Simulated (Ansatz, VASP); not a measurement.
# CdF2 in VASP and in Ansatz

```xyz
3
Lattice="0.0000 2.7285 2.7285 2.7285 0.0000 2.7285 2.7285 2.7285 0.0000" Properties=species:S:1:pos:R:3 pbc="T T T"
Cd    0.0000    0.0000    0.0000
F     1.3643    1.3643    1.3643
F     4.0928    4.0928    4.0928
```

Alike in both runs: task single point; functional PBE; k mesh 6 × 6 × 6; occupations gaussian, width 0.05 eV; no spin polarisation.

|  | VASP | Ansatz |
| --- | --- | --- |
| version | VASP 6.6.1 | Ansatz 0.2.0 |
| potentials or method | VASP PAW PBE potentials, release 64 (Cd, F), cutoff 520 eV | scalar-relativistic, plane waves, PAW |
| valence electrons in the cell | 26 | 34 |

```tsv
	VASP	Ansatz	Ansatz less VASP
gap on the k mesh at the Fermi level (eV)	2.95	2.98	+0.030
least direct gap on the mesh (eV)	3.48	3.51	+0.030
pressure (GPa)	1.9	1.3	-0.59
```

VASP's potentials hold 26 valence electrons a cell and Ansatz's 34, so a difference there can come from the potentials and not from the codes.
